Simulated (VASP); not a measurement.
# Ge (P6_3/mmc) in VASP: notebook, part 2 of 2

VASP 6.6.1. The steps go on from the part before.

### Step 3. Single point, PBEsol

This run uses another cell than the first one, of 13.73 Å³/atom, 1.154 times its volume.

The input, INCAR:

```
SYSTEM = Ge
  PREC = Accurate
  ENCUT = 520
  EDIFF = 1E-7
  ISMEAR = -1
  SIGMA = 0.08
  LREAL = .False.
  LASPH = .True.
  NELM = 80
  ALGO = Normal
  ISIF = 2
  LWAVE = .False.
  LCHARG = .False.
  GGA = PS
  NBANDS = 21
```

The input, KPOINTS:

```
regular mesh
0
Gamma
  16 16 9
  0 0 0
```

The input, POSCAR:

```
Ge
1.0
    2.6853048985      0.0000000000      0.0000000000
   -1.3426524493      2.3255422590      0.0000000000
    0.0000000000      0.0000000000      4.3987559378
Ge
2
Direct
    0.3333333333      0.6666666667      0.2500000000
    0.6666666667      0.3333333333      0.7500000000
```

Potentials or basis: VASP PAW PBE potentials, release 64 (Ge_d).

Run with:

```sh
$ cat potpaw_PBE.64/Ge_d/POTCAR > POTCAR
$ mpirun -np 1 vasp_std > vasp.out
```

OUTCAR:

```text
SYSTEM = Ge
   PREC = Accurate
   ENCUT = 520
   EDIFF = 1E-7
   ISMEAR = -1
   LREAL = .False.
   LASPH = .True.
   NELM = 80
   ISIF = 2
   GGA = PS

 ion  position               nearest neighbor table
   1  0.333  0.667  0.250-   2 2.69   2 2.69   2 2.69   2 2.69   2 2.69   2 2.69
   2  0.667  0.333  0.750-   1 2.69   1 2.69   1 2.69   1 2.69   1 2.69   1 2.69

  LATTYP: Found a hexagonal cell.
 ALAT       =     2.6853048985
 C/A-ratio  =     1.6380843532

  Lattice vectors:

 A1 = (   2.6853048985,   0.0000000000,   0.0000000000)
 A2 = (  -1.3426524493,   2.3255422590,   0.0000000000)
 A3 = (   0.0000000000,   0.0000000000,   4.3987559378)

Analysis of symmetry for initial positions (statically):
=====================================================================
 Subroutine PRICEL returns:
 Original cell was already a primitive cell.

 Routine SETGRP: Setting up the symmetry group for a
 hexagonal supercell.

 Subroutine GETGRP returns: Found 24 space group operations
 (whereof 12 operations were pure point group operations)
 out of a pool of 24 trial point group operations.

The static configuration has the point symmetry D_3d.
 The point group associated with its full space group is D_6h.

Analysis of symmetry for dynamics (positions and initial velocities):
=====================================================================
 Subroutine PRICEL returns:
 Original cell was already a primitive cell.

 Routine SETGRP: Setting up the symmetry group for a
 hexagonal supercell.

 Subroutine GETGRP returns: Found 24 space group operations
 (whereof 12 operations were pure point group operations)
 out of a pool of 24 trial point group operations.

The dynamic configuration has the point symmetry D_3d.
 The point group associated with its full space group is D_6h.

 Subroutine INISYM returns: Found 24 space group operations
[... 104 lines left out ...]
   ISYM   =      2    0-nonsym 1-usesym 2-fastsym
   POTIM  = 0.5000    time-step for ionic-motion
   TEBEG  =    0.0;   TEEND  =   0.0 temperature during run
   PSTRESS=    0.0 pullay stress
   NELECT =      28.0000    total number of electrons
   NUPDOWN=      -1.0000    fix difference up-down
   EMIN   =  10.00;   EMAX   =-10.00  energy-range for DOS
   EFERMI =   0.00;   METHOD = LEGACY
   ISMEAR =    -1;   SIGMA  =   0.08  broadening in eV -4-tet -1-fermi 0-gaus
   EFERMI_NEDOS =   21; number of points for ismear=-14 and -15
   IALGO  =     38    algorithm
   IMIX   =      4    mixing-type and parameters
     AMIX     =   0.40;   BMIX     =  1.00
     AMIX_MAG =   1.60;   BMIX_MAG =  1.00
  volume/ion in A,a.u.               =      13.73        92.69
  Fermi-wavevector in a.u.,A,eV,Ry     =   1.647574  3.113463 36.933017  2.714500
  Thomas-Fermi vector in A             =   2.737010
   LORBIT       =      0    0 simple, 1 ext, 2 COOP (PROOUT), +10 PAW based schemes
   GGA     = PS    functional components
   LHFCALC =     F    Hartree Fock is set to
   AEXX    =    0.0000 exact exchange contribution
   IVDW    =     0    specifies the selected vdW correction
   LEPSILON=     F    determine dielectric tensor
   LRPA    =     F    only Hartree local field effects (RPA)
 non-spin polarized calculation
  energy-cutoff  :      520.00
  volume of cell :       27.47
 maximum number of plane-waves:       763
 NGX is ok and might be reduce to    20

 number of electron      28.0000008 magnetization

 Free energy of the ion-electron system (eV)
  ---------------------------------------------------
  ext. energy  EPLUGINS =         0.00000000
  ---------------------------------------------------
  free energy    TOTEN  =        -8.42182070 eV

  energy without entropy =       -8.40693101  energy(sigma->0) =       -8.41437585

 E-fermi :  10.7554     XC(G=0): -13.1359

 val. band max:       10.7527880109   @ k =   0.2500   0.0000   0.2222
 cond. band min:      10.7614811018   @ k =   0.2500   0.1875   0.3333
 fundamental gap:      0.0086930909
 Fermi energy:        10.7554431593

 k-point     1 :       0.0000    0.0000    0.0000
  band No.  band energies     occupation
      1     -14.3380      2.00000
      2     -14.2931      2.00000
      3     -14.2748      2.00000
      4     -14.2748      2.00000
      5     -14.2532      2.00000
      6     -14.2532      2.00000
[... 565 lines left out ...]
     20      25.2499      0.00000
     21      28.5163      0.00000

 [... further k-points ...]
[... 5 lines left out ...]
  --------------------------------------------------------------------------------------
  -------------------------------------------------------------------------------------
  Total        7.0983134      7.0983134      7.0705138     -0.0000000     -0.0000000      0.0000000
  in kB      414.0168783    414.0168783    412.3954354     -0.0000000     -0.0000000      0.0000000
  external PRESSURE =     413.4763973 kB  Pullay stress =       0.0000000 kB

 VOLUME and BASIS-vectors are now :
 -----------------------------------------------------------------------------
  energy-cutoff  :      520.00
  volume of cell :       27.47
      direct lattice vectors                 reciprocal lattice vectors
     2.685304899  0.000000000  0.000000000     0.372397191  0.215003618  0.000000000
    -1.342652449  2.325542259  0.000000000     0.000000000  0.430007236  0.000000000
     0.000000000  0.000000000  4.398755938     0.000000000  0.000000000  0.227337005

 POSITION                                       TOTAL-FORCE (eV/Angst)
 -----------------------------------------------------------------------------------
     -0.00000      1.55036      1.09969         0.000000     -0.000000      0.000000
      1.34265      0.77518      3.29907        -0.000000      0.000000      0.000000
 -----------------------------------------------------------------------------------
    total drift:                                0.000000     -0.000000      0.000000

  FREE ENERGIE OF THE ION-ELECTRON SYSTEM (eV)
  ---------------------------------------------------
  free  energy   TOTEN  =        -8.4218206990 eV

  energy  without entropy=       -8.4069310097  energy(sigma->0) =       -8.41437585
```

Run time: 95 s. Hardware: 1 thread of Intel Xeon Platinum 8259CL at 2.50GHz (Skylake/Cascade Lake), shared host; peak memory 0.19 GiB.

Results:

```yaml
Free_energy: -8.4218 eV
Pressure: 41.3 GPa
Band_gap_on_the_k_mesh: zero (band 14 reaches 19.99 eV, above the bottom of band 15 at 6.91 eV)
```

Caveat: the PAW data sets were made with another functional, which shifts forces and pressure a little.

### Step 4. Single point, PBEsol

The input, INCAR:

```
PREC     = Accurate       # precision mode
ENCUT    = 520            # plane-wave cutoff, eV
EDIFF    = 1E-7           # SCF threshold, eV
ISMEAR   = -1             # smearing method
SIGMA    = 0.08           # smearing width, eV
LREAL    = F              # projectors in reciprocal space
LASPH    = T              # aspherical terms in the spheres
NELM     = 60             # most SCF steps
ALGO     = Normal         # electronic algorithm
ISIF     = 2              # what is computed and relaxed
LWAVE    = F              # write WAVECAR
LCHARG   = F              # write CHGCAR
GGA      = PS             # functional
NBANDS   = 21             # bands
```

The input, KPOINTS:

```
Automatic mesh
0
Gamma
  16 16 9
```

The input, POSCAR:

```
Ge
1.0
    2.6853048985      0.0000000000      0.0000000000
   -1.3426524492      2.3255422590      0.0000000000
    0.0000000000      0.0000000000      4.3987559378
Ge
2
Direct
    0.3333333333      0.6666666667      0.2500000000
    0.6666666667      0.3333333333      0.7500000000
```

Run with:

```sh
$ cat potpaw_PBE.64/Ge_d/POTCAR > POTCAR
$ mpirun -np 1 vasp_std > vasp.out
```

Run time: 76 s. Hardware: 1 thread of Intel Xeon Platinum 8259CL at 2.50GHz (Skylake/Cascade Lake), shared host; peak memory 0.18 GiB.

It converged, with:

```
Free energy            : -8.4218 eV
Pressure               : 41.3 GPa
Band gap on the k mesh : zero (band 14 reaches 19.99 eV, above the bottom of band 15 at 6.91 eV)
```

Stress tensor (GPa, compression positive):
```
41.40  0.00  0.00
 0.00 41.40  0.00
 0.00  0.00 41.24
```

Levels at points of the mesh, in eV from the Fermi level:
```csv
k point,band 11,band 12,band 13,band 14,band 15,band 16,band 17,band 18
"(0.00, 0.00, 0.00)",-16.44,-8.85,-7.91,9.14,9.14,11.55,11.55,12.50
"(0.50, 0.00, 0.00)",-9.67,-8.83,-2.13,-2.02,-1.75,0.79,3.17,7.37
```

Caveat: the PAW data sets were made with another functional, which shifts forces and pressure a little.

### Step 5. Single point, PBEsol

The input, INCAR:

```
SYSTEM = Ge
ALGO     = Normal         ! electronic algorithm
EDIFF    = 1E-6           ! SCF threshold, eV
ENCUT    = 520            ! plane-wave cutoff, eV
GGA      = PS             ! functional
ISIF     = 2              ! what is computed and relaxed
ISMEAR   = -1             ! smearing method
LASPH    = .True.         ! aspherical terms in the spheres
LCHARG   = .False.        ! write CHGCAR
LREAL    = .False.        ! projectors in reciprocal space
LWAVE    = .False.        ! write WAVECAR
NBANDS   = 21             ! bands
NELM     = 80             ! most SCF steps
PREC     = Accurate       ! precision mode
SIGMA    = 0.08           ! smearing width, eV
```

The input, KPOINTS:

```
k-points
0
Gamma
  16 16 9
  0 0 0
```

POSCAR is that of step 4.

Potentials or basis: VASP PAW PBE potentials, release 64 (Ge_d).

Run with:

```sh
$ cat potpaw_PBE.64/Ge_d/POTCAR > POTCAR
$ mpirun -np 1 vasp_std > vasp.out
```

OUTCAR:

```text
SYSTEM = Ge
   EDIFF = 1E-6
   ENCUT = 520
   GGA = PS
   ISIF = 2
   ISMEAR = -1
   LASPH = .True.
   LREAL = .False.
   NELM = 80
   PREC = Accurate

 ion  position               nearest neighbor table
   1  0.333  0.667  0.250-   2 2.69   2 2.69   2 2.69   2 2.69   2 2.69   2 2.69
   2  0.667  0.333  0.750-   1 2.69   1 2.69   1 2.69   1 2.69   1 2.69   1 2.69

  LATTYP: Found a hexagonal cell.
 ALAT       =     2.6853048985
 C/A-ratio  =     1.6380843532

  Lattice vectors:

 A1 = (   2.6853048985,   0.0000000000,   0.0000000000)
 A2 = (  -1.3426524492,   2.3255422590,   0.0000000000)
 A3 = (   0.0000000000,   0.0000000000,   4.3987559378)

Analysis of symmetry for initial positions (statically):
=====================================================================
 Subroutine PRICEL returns:
 Original cell was already a primitive cell.

 Routine SETGRP: Setting up the symmetry group for a
 hexagonal supercell.

 Subroutine GETGRP returns: Found 24 space group operations
 (whereof 12 operations were pure point group operations)
 out of a pool of 24 trial point group operations.

The static configuration has the point symmetry D_3d.
 The point group associated with its full space group is D_6h.

Analysis of symmetry for dynamics (positions and initial velocities):
=====================================================================
 Subroutine PRICEL returns:
 Original cell was already a primitive cell.

 Routine SETGRP: Setting up the symmetry group for a
 hexagonal supercell.

 Subroutine GETGRP returns: Found 24 space group operations
 (whereof 12 operations were pure point group operations)
 out of a pool of 24 trial point group operations.

The dynamic configuration has the point symmetry D_3d.
 The point group associated with its full space group is D_6h.

 Subroutine INISYM returns: Found 24 space group operations
 (whereof 12 operations are pure point group operations),
[... 104 lines left out ...]
   POTIM  = 0.5000    time-step for ionic-motion
   TEBEG  =    0.0;   TEEND  =   0.0 temperature during run
   PSTRESS=    0.0 pullay stress
   NELECT =      28.0000    total number of electrons
   NUPDOWN=      -1.0000    fix difference up-down
   EMIN   =  10.00;   EMAX   =-10.00  energy-range for DOS
   EFERMI =   0.00;   METHOD = LEGACY
   ISMEAR =    -1;   SIGMA  =   0.08  broadening in eV -4-tet -1-fermi 0-gaus
   EFERMI_NEDOS =   21; number of points for ismear=-14 and -15
   IALGO  =     38    algorithm
   IMIX   =      4    mixing-type and parameters
     AMIX     =   0.40;   BMIX     =  1.00
     AMIX_MAG =   1.60;   BMIX_MAG =  1.00
  volume/ion in A,a.u.               =      13.73        92.69
  Fermi-wavevector in a.u.,A,eV,Ry     =   1.647574  3.113463 36.933017  2.714500
  Thomas-Fermi vector in A             =   2.737010
   LORBIT       =      0    0 simple, 1 ext, 2 COOP (PROOUT), +10 PAW based schemes
   GGA     = PS    functional components
   LHFCALC =     F    Hartree Fock is set to
   AEXX    =    0.0000 exact exchange contribution
   IVDW    =     0    specifies the selected vdW correction
   LEPSILON=     F    determine dielectric tensor
   LRPA    =     F    only Hartree local field effects (RPA)
 non-spin polarized calculation
  energy-cutoff  :      520.00
  volume of cell :       27.47
 maximum number of plane-waves:       763
 NGX is ok and might be reduce to    20

 number of electron      28.0000008 magnetization

 Free energy of the ion-electron system (eV)
  ---------------------------------------------------
  ext. energy  EPLUGINS =         0.00000000
  ---------------------------------------------------
  free energy    TOTEN  =        -8.42182086 eV

  energy without entropy =       -8.40693124  energy(sigma->0) =       -8.41437605

 E-fermi :  10.7555     XC(G=0): -13.1360

 val. band max:       10.7528204520   @ k =   0.2500  -0.0000   0.2222
 cond. band min:      10.7615149230   @ k =   0.2500   0.1875   0.3333
 fundamental gap:      0.0086944710
 Fermi energy:        10.7554740120

 k-point     1 :       0.0000    0.0000    0.0000
  band No.  band energies     occupation
      1     -14.3379      2.00000
      2     -14.2930      2.00000
      3     -14.2747      2.00000
      4     -14.2747      2.00000
      5     -14.2531      2.00000
      6     -14.2531      2.00000
[... 565 lines left out ...]
     20      25.2499      0.00000
     21      28.5164      0.00000

 [... further k-points ...]
[... 5 lines left out ...]
  --------------------------------------------------------------------------------------
  -------------------------------------------------------------------------------------
  Total        7.0764404      7.0764404      7.0487486      0.0000000      0.0000000     -0.0000000
  in kB      412.7411098    412.7411098    411.1259579      0.0000000      0.0000000     -0.0000000
  external PRESSURE =     412.2027258 kB  Pullay stress =       0.0000000 kB

 VOLUME and BASIS-vectors are now :
 -----------------------------------------------------------------------------
  energy-cutoff  :      520.00
  volume of cell :       27.47
      direct lattice vectors                 reciprocal lattice vectors
     2.685304899  0.000000000  0.000000000     0.372397191  0.215003618  0.000000000
    -1.342652449  2.325542259  0.000000000     0.000000000  0.430007236  0.000000000
     0.000000000  0.000000000  4.398755938     0.000000000  0.000000000  0.227337005

 POSITION                                       TOTAL-FORCE (eV/Angst)
 -----------------------------------------------------------------------------------
     -0.00000      1.55036      1.09969         0.000000      0.000000      0.000000
      1.34265      0.77518      3.29907        -0.000000     -0.000000      0.000000
 -----------------------------------------------------------------------------------
    total drift:                                0.000000     -0.000000      0.000000

  FREE ENERGIE OF THE ION-ELECTRON SYSTEM (eV)
  ---------------------------------------------------
  free  energy   TOTEN  =        -8.4218208580 eV

  energy  without entropy=       -8.4069312353  energy(sigma->0) =       -8.41437605
```

OSZICAR:

```text
N       E                     dE             d eps       ncg     rms          rms(c)
DAV:   1     0.163767918231E+03    0.16377E+03   -0.13642E+04  7542   0.410E+03
DAV:   2     0.107690842565E+02   -0.15300E+03   -0.14754E+03  6340   0.567E+02
DAV:   3    -0.811390214698E+01   -0.18883E+02   -0.18667E+02  7022   0.123E+02
DAV:   4    -0.851596976715E+01   -0.40207E+00   -0.40172E+00  7288   0.212E+01
DAV:   5    -0.852059997391E+01   -0.46302E-02   -0.46301E-02  7136   0.234E+00    0.296E+00
DAV:   6    -0.845409769374E+01    0.66502E-01   -0.35436E-02  8716   0.372E+00    0.159E+00
DAV:   7    -0.842278105892E+01    0.31317E-01   -0.23679E-02  8684   0.223E+00    0.123E-01
DAV:   8    -0.842181717530E+01    0.96388E-03   -0.18079E-03  8241   0.892E-01    0.500E-02
DAV:   9    -0.842182106539E+01   -0.38901E-05   -0.55488E-05  7219   0.864E-02    0.721E-03
DAV:  10    -0.842182085797E+01    0.20742E-06   -0.97275E-07  5266   0.166E-02
   1 F= -.84218209E+01 E0= -.84143760E+01  d E =-.148896E-01
```

It took 61 s on 1 thread of Intel Xeon Platinum 8259CL at 2.50GHz (Skylake/Cascade Lake), shared host; peak memory 0.19 GiB.

What came out:

```
Free energy            : -8.4218 eV
Pressure               : 41.2 GPa
Band gap on the k mesh : zero (band 14 reaches 19.99 eV, above the bottom of band 15 at 6.91 eV)
```

Levels at points of the mesh, in eV from the Fermi level:
```
           k point  band 12  band 13  band 14  band 15  band 16  band 17
(0.00, 0.00, 0.00)    -8.85    -7.91     9.14     9.14    11.55    11.55
(0.50, 0.00, 0.00)    -8.83    -2.13    -2.02    -1.75     0.79     3.17
```

Caveat: the PAW data sets were made with another functional, which shifts forces and pressure a little.
